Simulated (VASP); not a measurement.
# Re (I4/mmm) in VASP: a series of runs

Runs on Re. Level: PBE. Tasks: single point.

Everything below comes from runs of VASP 6.6.1. Logs are shortened: lines on timing, memory, paths and dates and some standing lists are left out, and cuts for length are marked.

### Step 1. The cell of the first run

Symmetry: I4/mmm, No. 139, tetragonal system. The conventional cell has a = 2.793 Å, b = 2.793 Å, c = 3.832 Å, α = 90.00°, β = 90.00°, γ = 90.00°. Within 3.6 Å of Re (site symmetry 4/mmm) lie 12 Re at 2.75 to 2.79 Å.

### Step 2. Single point, PBE (zz strain of -3 %)

Input file INCAR:

```
PREC = Accurate ; ENCUT = 520
EDIFF = 1E-7 ; ISMEAR = -1
SIGMA = 0.03 ; LREAL = False
LASPH = True ; NELM = 60
ALGO = Normal ; ISIF = 2
LWAVE = False ; LCHARG = False
GGA = PE ; NBANDS = 10
```

Input file KPOINTS:

```
Automatic mesh
0
Gamma
  14 14 14
```

Input file POSCAR:

```
Re
1.0
    0.0000000000      1.9750000000      1.9157500000
    1.9750000000      0.0000000000      1.9157500000
    1.9750000000      1.9750000000      0.0000000000
Re
1
Direct
    0.0000000000      0.0000000000      0.0000000000
```

Potentials or basis: VASP PAW PBE potentials, release 64 (Re).

Started as:

```sh
$ cat potpaw_PBE.64/Re/POTCAR > POTCAR
$ mpirun -np 1 vasp_std > vasp.out
```

OUTCAR:

```text
PREC = Accurate
   ENCUT = 520
   EDIFF = 1E-7
   ISMEAR = -1
   LREAL = False
   LASPH = True
   NELM = 60
   ISIF = 2
   GGA = PE

 ion  position               nearest neighbor table
   1  0.000  0.000  0.000-

  LATTYP: Found a body centered tetragonal cell.
 ALAT       =     2.7930717857
 C/A-ratio  =     1.3717871555

  Lattice vectors:

 A1 = (   0.0000000000,  -1.9750000000,  -1.9157500000)
 A2 = (   0.0000000000,   1.9750000000,  -1.9157500000)
 A3 = (   1.9750000000,   0.0000000000,   1.9157500000)

Analysis of symmetry for initial positions (statically):
=====================================================================
 Subroutine PRICEL returns:
 Original cell was already a primitive cell.

 Routine SETGRP: Setting up the symmetry group for a
 body centered tetragonal supercell.

 Subroutine GETGRP returns: Found 16 space group operations
 (whereof 16 operations were pure point group operations)
 out of a pool of 16 trial point group operations.

The static configuration has the point symmetry D_4h.

Analysis of symmetry for dynamics (positions and initial velocities):
=====================================================================
 Subroutine PRICEL returns:
 Original cell was already a primitive cell.

 Routine SETGRP: Setting up the symmetry group for a
 body centered tetragonal supercell.

 Subroutine GETGRP returns: Found 16 space group operations
 (whereof 16 operations were pure point group operations)
 out of a pool of 16 trial point group operations.

The dynamic configuration has the point symmetry D_4h.

 Subroutine INISYM returns: Found 16 space group operations
 (whereof 16 operations are pure point group operations),
 and found     1 'primitive' translations

----------------------------------------------------------------------------------------

                                     Primitive cell

  volume of cell :      14.9452

  direct lattice vectors                    reciprocal lattice vectors
     0.000000000  1.975000000  1.915750000    -0.253164557  0.253164557  0.260994389
     1.975000000  0.000000000  1.915750000     0.253164557 -0.253164557  0.260994389
     1.975000000  1.975000000  0.000000000     0.253164557  0.253164557 -0.260994389

  length of vectors
     2.751494696  2.751494696  2.793071786     0.443060556  0.443060556  0.443060556

  position of ions in fractional coordinates (direct lattice)
     0.000000000  0.000000000  0.000000000
[... 79 lines left out ...]
   NSW    =      0    number of steps for IOM
   IBRION =     -1    ionic relax: 0-MD 1-quasi-New 2-CG
   NFREE  =      0    steps in history (QN), initial steepest desc. (CG)
   ISIF   =      2    stress and relaxation
   ISYM   =      2    0-nonsym 1-usesym 2-fastsym
   POTIM  = 0.5000    time-step for ionic-motion
   TEBEG  =    0.0;   TEEND  =   0.0 temperature during run
   PSTRESS=    0.0 pullay stress
   NELECT =       7.0000    total number of electrons
   NUPDOWN=      -1.0000    fix difference up-down
   EMIN   =  10.00;   EMAX   =-10.00  energy-range for DOS
   EFERMI =   0.00;   METHOD = LEGACY
   ISMEAR =    -1;   SIGMA  =   0.03  broadening in eV -4-tet -1-fermi 0-gaus
   EFERMI_NEDOS =   21; number of points for ismear=-14 and -15
   IALGO  =     38    algorithm
   IMIX   =      4    mixing-type and parameters
     AMIX     =   0.40;   BMIX     =  1.00
     AMIX_MAG =   1.60;   BMIX_MAG =  1.00
  volume/ion in A,a.u.               =      14.95       100.86
  Fermi-wavevector in a.u.,A,eV,Ry     =   1.271374  2.402548 21.992330  1.616391
  Thomas-Fermi vector in A             =   2.404310
   LORBIT       =      0    0 simple, 1 ext, 2 COOP (PROOUT), +10 PAW based schemes
   GGA     = PE    functional components
   LHFCALC =     F    Hartree Fock is set to
   AEXX    =    0.0000 exact exchange contribution
   IVDW    =     0    specifies the selected vdW correction
   LEPSILON=     F    determine dielectric tensor
   LRPA    =     F    only Hartree local field effects (RPA)
 non-spin polarized calculation
  energy-cutoff  :      520.00
  volume of cell :       14.95
 maximum number of plane-waves:       423
   NGX = 11   NGY = 11   NGZ = 11

 number of electron       7.0000000 magnetization

 Free energy of the ion-electron system (eV)
  ---------------------------------------------------
  ext. energy  EPLUGINS =         0.00000000
  ---------------------------------------------------
  free energy    TOTEN  =       -12.35219386 eV

  energy without entropy =      -12.34888905  energy(sigma->0) =      -12.35054146

 E-fermi :   7.9680     XC(G=0): -13.6445

 val. band max:        7.9626476465   @ k =  -0.3571   0.0714   0.2857
 cond. band min:       7.9680912123   @ k =   0.2857   0.2143   0.0000
 fundamental gap:      0.0054435658
 Fermi energy:         7.9679967530

 k-point     1 :       0.0000    0.0000    0.0000
  band No.  band energies     occupation
      1      -2.0626      2.00000
      2       5.9525      2.00000
      3       5.9525      2.00000
      4       6.3818      2.00000
      5       8.9057      0.00000
      6       9.4809      0.00000
      7      21.8739      0.00000
      8      27.0819      0.00000
      9      27.0819      0.00000
     10      28.1508      0.00000
[... 287 lines left out ...]
 k-point    24 :       0.2857    0.1429    0.0000
  band No.  band energies     occupation
      1       0.8249      2.00000
      2       4.4980      2.00000
      3       6.5622      2.00000
      4       7.1067      2.00000
      5       8.7459      0.00000
      6      10.1917      0.00000
      7      23.1604      0.00000
      8      26.5255      0.00000
      9      28.5529      0.00000
     10      29.3350      0.00000

 [... further k-points ...]

------------------------ aborting loop because EDIFF is reached ----------------------------------------

  FORCE on cell =-STRESS in cart. coord.  units (eV):
  Direction    XX          YY          ZZ          XY          YZ          ZX
  --------------------------------------------------------------------------------------
  -------------------------------------------------------------------------------------
  Total       -0.1109716     -0.1109716      0.4628776      0.0000000      0.0000000     -0.0000000
  in kB      -11.8965061    -11.8965061     49.6219335      0.0000000      0.0000000     -0.0000000
  external PRESSURE =       8.6096404 kB  Pullay stress =       0.0000000 kB

 VOLUME and BASIS-vectors are now :
 -----------------------------------------------------------------------------
  energy-cutoff  :      520.00
  volume of cell :       14.95
      direct lattice vectors                 reciprocal lattice vectors
     0.000000000  1.975000000  1.915750000    -0.253164557  0.253164557  0.260994389
     1.975000000  0.000000000  1.915750000     0.253164557 -0.253164557  0.260994389
     1.975000000  1.975000000  0.000000000     0.253164557  0.253164557 -0.260994389

 POSITION                                       TOTAL-FORCE (eV/Angst)
 -----------------------------------------------------------------------------------
      0.00000      0.00000      0.00000         0.000000      0.000000     -0.000000
 -----------------------------------------------------------------------------------
    total drift:                                0.000000     -0.000000     -0.000000

  FREE ENERGIE OF THE ION-ELECTRON SYSTEM (eV)
  ---------------------------------------------------
  free  energy   TOTEN  =       -12.3521938619 eV

  energy  without entropy=      -12.3488890497  energy(sigma->0) =      -12.35054146
```

Wall time 36 s (1 thread of Intel Xeon 8259CL, shared host); peak memory 0.16 GiB.

What came out:

* Free energy: -12.3522 eV
* Pressure: 0.9 GPa
* Band gap on the k mesh: zero (an odd number of electrons rules out a gap without spin polarisation)

Stress tensor (GPa, compression positive):
```
-1.19  0.00  0.00
 0.00 -1.19  0.00
 0.00  0.00  4.96
```

Caveat: the cell differs from its parent crystal (zz strain of -3 %); spin-orbit coupling is left out, which moves the levels of the heavy elements.

### Step 3. Single point, PBE (zz strain of -1 %)

Input file INCAR:

```
SYSTEM = Re
PREC     = Accurate       ! precision mode
ENCUT    = 520            ! plane-wave cutoff, eV
EDIFF    = 1E-6           ! SCF threshold, eV
ISMEAR   = -1             ! smearing method
SIGMA    = 0.03           ! smearing width, eV
LREAL    = .False.        ! projectors in reciprocal space
LASPH    = .True.         ! aspherical terms in the spheres
NELM     = 80             ! most SCF steps
ALGO     = Normal         ! electronic algorithm
ISIF     = 2              ! what is computed and relaxed
LWAVE    = .False.        ! write WAVECAR
LCHARG   = .False.        ! write CHGCAR
GGA      = PE             ! functional
NBANDS   = 10             ! bands
```

Input file KPOINTS:

```
regular mesh
0
Gamma
  14 14 14
  0 0 0
```

Input file POSCAR:

```
Re
1.0
    0.0000000000      1.9750000000      1.9552500000
    1.9750000000      0.0000000000      1.9552500000
    1.9750000000      1.9750000000      0.0000000000
Re
1
Direct
    0.0000000000      0.0000000000      0.0000000000
```

Potentials or basis: VASP PAW PBE potentials, release 64 (Re).

Started as:

```sh
$ cat potpaw_PBE.64/Re/POTCAR > POTCAR
$ mpirun -np 1 vasp_std > vasp.out
```

It took 48 s on 1 thread of Intel Xeon 8259CL, shared host; peak memory 0.17 GiB.

It converged, with:

* Free energy: -12.3516 eV
* Pressure: -6.5 GPa
* Band gap on the k mesh: zero (an odd number of electrons rules out a gap without spin polarisation)

Stress tensor (GPa, compression positive):
```
-7.06  0.00  0.00
 0.00 -7.06  0.00
 0.00  0.00 -5.45
```

Levels at points of the mesh, in eV from the Fermi level:
```csv
k point,band 2,band 3,band 4,band 5,band 6,band 7
"(0.00, 0.00, 0.00)",-1.85,-1.85,-1.71,1.12,1.31,13.90
"(0.50, 0.00, 0.00)",-2.07,-1.92,0.18,3.59,3.67,9.47
"(0.50, 0.50, 0.00)",-5.67,2.81,3.57,4.34,4.34,11.89
"(0.50, 0.00, 0.50)",-5.65,2.60,3.58,4.26,4.40,12.00
```

Caveat: the cell differs from its parent crystal (zz strain of -1 %); the cell stands under tension; spin-orbit coupling is left out, which moves the levels of the heavy elements.

### Step 4. Single point, PBE (zz strain of +2 %)

Input file INCAR:

```
  ALGO = Normal
  EDIFF = 1E-6
  ENCUT = 520
  GGA = PE
  ISIF = 2
  ISMEAR = -1
  LASPH = T
  LCHARG = F
  LREAL = F
  LWAVE = F
  NBANDS = 10
  NELM = 60
  PREC = Accurate
  SIGMA = 0.03
```

Input file KPOINTS:

```
k-points
0
Gamma
  14 14 14
```

Input file POSCAR:

```
Re
1.0
    0.0000000000      1.9750000000      2.0145000000
    1.9750000000      0.0000000000      2.0145000000
    1.9750000000      1.9750000000      0.0000000000
Re
1
Direct
    0.0000000000      0.0000000000      0.0000000000
```

Started as:

```sh
$ cat potpaw_PBE.64/Re/POTCAR > POTCAR
$ mpirun -np 1 vasp_std > vasp.out
```

Run time: 49 s. Hardware: 1 thread of Intel Xeon 8259CL, shared host; peak memory 0.17 GiB.

It converged, with:

| Item | Value |
| --- | --- |
| Free energy | -12.3172 eV |
| Pressure | -15.9 GPa |
| Band gap on the k mesh | zero (an odd number of electrons rules out a gap without spin polarisation) |

Stress tensor (GPa, compression positive):
```
-14.55   0.00   0.00
  0.00 -14.55   0.00
  0.00   0.00 -18.68
```

Levels at points of the mesh, in eV from the Fermi level:
| k point | band 1 | band 2 | band 3 | band 4 | band 5 | band 6 | band 7 |
| --- | --- | --- | --- | --- | --- | --- | --- |
| (0.00, 0.00, 0.00) | -9.66 | -1.92 | -1.64 | -1.64 | 0.96 | 1.32 | 13.86 |
| (0.50, 0.00, 0.00) | -6.40 | -2.06 | -1.78 | 0.13 | 3.37 | 3.52 | 9.05 |
| (0.50, 0.50, 0.00) | -6.27 | -5.42 | 2.28 | 3.42 | 4.10 | 4.10 | 11.56 |
| (0.50, 0.00, 0.50) | -6.25 | -5.44 | 2.68 | 3.38 | 3.98 | 4.26 | 11.53 |

Caveat: the cell differs from its parent crystal (zz strain of +2 %); the cell stands under tension; spin-orbit coupling is left out, which moves the levels of the heavy elements.

### Step 5. Single point, PBE (equal xx and yy strain of -2 %)

Input file INCAR:

```
  PREC = Accurate
  ENCUT = 520
  EDIFF = 1E-7
  ISMEAR = -1
  SIGMA = 0.03
  LREAL = False
  LASPH = True
  NELM = 80
  ALGO = Normal
  ISIF = 2
  LWAVE = False
  LCHARG = False
  GGA = PE
  NBANDS = 10
```

Input file KPOINTS:

```
Automatic mesh
0
Gamma
  14 14 14
```

Input file POSCAR:

```
Re
1.0
    0.0000000000      1.9355000000      1.9750000000
    1.9355000000      0.0000000000      1.9750000000
    1.9355000000      1.9355000000      0.0000000000
Re
1
Direct
    0.0000000000      0.0000000000      0.0000000000
```

Potentials or basis: VASP PAW PBE potentials, release 64 (Re).

Started as:

```sh
$ cat potpaw_PBE.64/Re/POTCAR > POTCAR
$ mpirun -np 1 vasp_std > vasp.out
```

OUTCAR:

```text
PREC = Accurate
   ENCUT = 520
   EDIFF = 1E-7
   ISMEAR = -1
   LREAL = False
   LASPH = True
   NELM = 80
   ISIF = 2
   GGA = PE

 ion  position               nearest neighbor table
   1  0.000  0.000  0.000-

  LATTYP: Found a body centered tetragonal cell.
 ALAT       =     2.7372103500
 C/A-ratio  =     1.4430750636

  Lattice vectors:

 A1 = (  -1.9355000000,   0.0000000000,   1.9750000000)
[... 489 lines left out ...]
      7      23.5633      0.00000
      8      26.5619      0.00000
      9      29.0001      0.00000
     10      29.3160      0.00000

 [... further k-points ...]

------------------------ aborting loop because EDIFF is reached ----------------------------------------

  FORCE on cell =-STRESS in cart. coord.  units (eV):
  Direction    XX          YY          ZZ          XY          YZ          ZX
  --------------------------------------------------------------------------------------
  -------------------------------------------------------------------------------------
  Total        0.5706795      0.5706795      0.1096646      0.0000000      0.0000000      0.0000000
  in kB       61.7901711     61.7901711     11.8739078      0.0000000      0.0000000      0.0000000
  external PRESSURE =      45.1514167 kB  Pullay stress =       0.0000000 kB

 VOLUME and BASIS-vectors are now :
 -----------------------------------------------------------------------------
  energy-cutoff  :      520.00
  volume of cell :       14.80
      direct lattice vectors                 reciprocal lattice vectors
     0.000000000  1.935500000  1.975000000    -0.258331181  0.258331181  0.253164557
     1.935500000  0.000000000  1.975000000     0.258331181 -0.258331181  0.253164557
     1.935500000  1.935500000  0.000000000     0.258331181  0.258331181 -0.253164557

 POSITION                                       TOTAL-FORCE (eV/Angst)
 -----------------------------------------------------------------------------------
      0.00000      0.00000      0.00000        -0.000000      0.000000      0.000000
 -----------------------------------------------------------------------------------
    total drift:                                0.000000      0.000000     -0.000000

  FREE ENERGIE OF THE ION-ELECTRON SYSTEM (eV)
  ---------------------------------------------------
  free  energy   TOTEN  =       -12.3523588328 eV

  energy  without entropy=      -12.3488711557  energy(sigma->0) =      -12.35061499
```

OSZICAR:

```text
N       E                     dE             d eps       ncg     rms          rms(c)
DAV:   1     0.571361186300E+01    0.57136E+01   -0.34545E+03  7692   0.776E+02
DAV:   2    -0.126270406781E+02   -0.18341E+02   -0.16791E+02  7554   0.161E+02
DAV:   3    -0.130508111532E+02   -0.42377E+00   -0.40251E+00  7990   0.414E+01
DAV:   4    -0.130527746769E+02   -0.19635E-02   -0.19620E-02  7992   0.132E+00
DAV:   5    -0.130527776269E+02   -0.29501E-05   -0.29494E-05  7112   0.281E-02    0.299E+01
DAV:   6    -0.125387278434E+02    0.51405E+00   -0.41056E-01  7686   0.172E+01    0.122E+01
DAV:   7    -0.123582744644E+02    0.18045E+00   -0.32244E-01  7750   0.145E+01    0.747E-01
DAV:   8    -0.123527496293E+02    0.55248E-02   -0.28164E-03  7258   0.426E-01    0.133E-01
DAV:   9    -0.123523505313E+02    0.39910E-03   -0.31249E-04  7312   0.164E-01    0.219E-02
DAV:  10    -0.123523589813E+02   -0.84501E-05   -0.19266E-05  6808   0.295E-02    0.308E-03
DAV:  11    -0.123523591803E+02   -0.19894E-06   -0.27193E-07  5806   0.954E-03    0.188E-03
DAV:  12    -0.123523588208E+02    0.35946E-06   -0.35360E-08  3454   0.462E-03    0.343E-04
DAV:  13    -0.123523588328E+02   -0.12010E-07   -0.38164E-09  3208   0.922E-04
   1 F= -.12352359E+02 E0= -.12350615E+02  d E =-.348768E-02
```

It took 23 s on 1 thread of Intel Xeon Platinum 8375C at 2.90GHz (Ice Lake), shared host; peak memory 0.16 GiB.

Results:

```yaml
Free_energy: -12.3524 eV
Pressure: 4.5 GPa
Band_gap_on_the_k_mesh: zero (an odd number of electrons rules out a gap without spin polarisation)
```

Caveat: the cell differs from its parent crystal (equal xx and yy strain of -2 %); the cell stands under pressure; spin-orbit coupling is left out, which moves the levels of the heavy elements.

(Continued in part 2 of 2.)
